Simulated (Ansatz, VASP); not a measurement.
# One calculation of Rh, two programs

```
CELL_PARAMETERS angstrom
2.43465 0.00000 0.00000
0.00000 2.43465 0.00000
0.00000 0.00000 2.43465
ATOMIC_POSITIONS crystal
Rh 0.00000 0.00000 0.00000
```

Alike in both runs: task single point; functional PBEsol; k mesh 8 × 8 × 8; occupations gaussian, width 0.1 eV; no spin polarisation.

```csv
,VASP,Ansatz
version,VASP 6.6.1,Ansatz 0.2.0
potentials or method,"VASP PAW PBE potentials, release 64 (Rh_pv), cutoff 520 eV","scalar-relativistic, plane waves, PAW"
valence electrons in the cell,15,17
```

```csv
,VASP,Ansatz,Ansatz less VASP
gap on the k mesh at the Fermi level (eV),none,none,-
pressure (GPa),19.2,19.1,-0.11
```

VASP's potentials were made for PBE, not for PBEsol. A gap of «none» marks a metal or a gap that the smearing closes. VASP's potentials hold 15 valence electrons a cell and Ansatz's 17, so a difference there can come from the potentials and not from the codes.
